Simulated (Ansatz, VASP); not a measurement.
## Two plane-wave programs on YbRu3

POSCAR

```
YbRu3
1.0
    4.0014744057      0.0000000000      0.0000000000
    0.0000000000      4.0014744057      0.0000000000
    0.0000000000      0.0000000000      4.0014744057
Yb Ru
1 3
Direct
    0.0000000000      0.0000000000      0.0000000000
    0.0000000000      0.5000000000      0.5000000000
    0.5000000000      0.5000000000      0.0000000000
    0.5000000000      0.0000000000      0.5000000000
```

The input INCAR.step1:

```
PREC     = Accurate       # precision mode
ENCUT    = 520            # plane-wave cutoff, eV
ISMEAR   = 0              # smearing method
SIGMA    = 0.05           # smearing width, eV
LREAL    = False          # projectors in reciprocal space
LASPH    = True           # aspherical terms in the spheres
NELM     = 60             # most SCF steps
NBANDS   = 41             # bands
GGA      = PE             # functional
ALGO     = Normal         # electronic algorithm
EDIFF    = 1E-4           # SCF threshold, eV
LWAVE    = True           # write WAVECAR
LCHARG   = False          # write CHGCAR
```

The input INCAR.step2:

```
PREC     = Accurate       # precision mode
ENCUT    = 520            # plane-wave cutoff, eV
EDIFF    = 1E-6           # SCF threshold, eV
ISMEAR   = 0              # smearing method
SIGMA    = 0.05           # smearing width, eV
LREAL    = False          # projectors in reciprocal space
LASPH    = True           # aspherical terms in the spheres
NELM     = 60             # most SCF steps
ALGO     = Normal         # electronic algorithm
ISIF     = 2              # what is computed and relaxed
LWAVE    = False          # write WAVECAR
LCHARG   = False          # write CHGCAR
METAGGA  = R2SCAN         # meta-GGA
LMIXTAU  = True         
NBANDS   = 41             # bands
ISTART   = 1
```

The input KPOINTS:

```
regular mesh
0
Gamma
  8 8 8
```

Input for Ansatz:

```yaml
crystal:
  lattice:
    - [4.0014744057, 0.0, 0.0]
    - [0.0, 4.0014744057, 0.0]
    - [0.0, 0.0, 4.0014744057]
  atoms:
    - { symbol: Yb, position: [0.0, 0.0, 0.0] }
    - { symbol: Ru, position: [0.0, 0.5, 0.5] }
    - { symbol: Ru, position: [0.5, 0.5, 0.0] }
    - { symbol: Ru, position: [0.5, 0.0, 0.5] }
basis:
  ecutwfc: 500
  ecutrho_ratio: 4
kpoints:
  mp_grid: { grid: [8, 8, 8] }
hamiltonian:
  xc: r2scan
scf:
  occupations: { method: gaussian, width: 0.05 }
output:
  forces: true
  stress: true
  eigenvalues: true
  populations: true
  hubbard: { sites: [{ species: Yb, l: f }] }
  write_density: true
  write_potential: true
  elf: true
  volumetric_format: npy
```

Alike in both runs: task single point; functional r2SCAN; k mesh 8 × 8 × 8; occupations gaussian, width 0.05 eV; no spin polarisation.

```csv
,VASP,Ansatz
version,VASP 6.6.1,Ansatz 0.2.0
potentials or method,"VASP PAW PBE potentials, release 64 (Yb, Ru_pv), cutoff 520 eV","scalar-relativistic, plane waves, PAW"
valence electrons in the cell,66,72
```

Ansatz gave:

| Property | Result |
| --- | --- |
| gap on the k mesh at the Fermi level (eV) | none |
| pressure (GPa) | -4.4 |

Q: Which values does VASP return?

A: gap on the k mesh at the Fermi level (eV): none; pressure (GPa): -4.2.

VASP's potentials were made for PBE, not for r2SCAN. A gap of «none» marks a metal or a gap that the smearing closes. With one functional, cell and mesh, what is left measures potentials, basis and numerics. VASP's potentials hold 66 valence electrons a cell and Ansatz's 72, so a difference there can come from the potentials and not from the codes.

Spin-orbit coupling is off throughout.
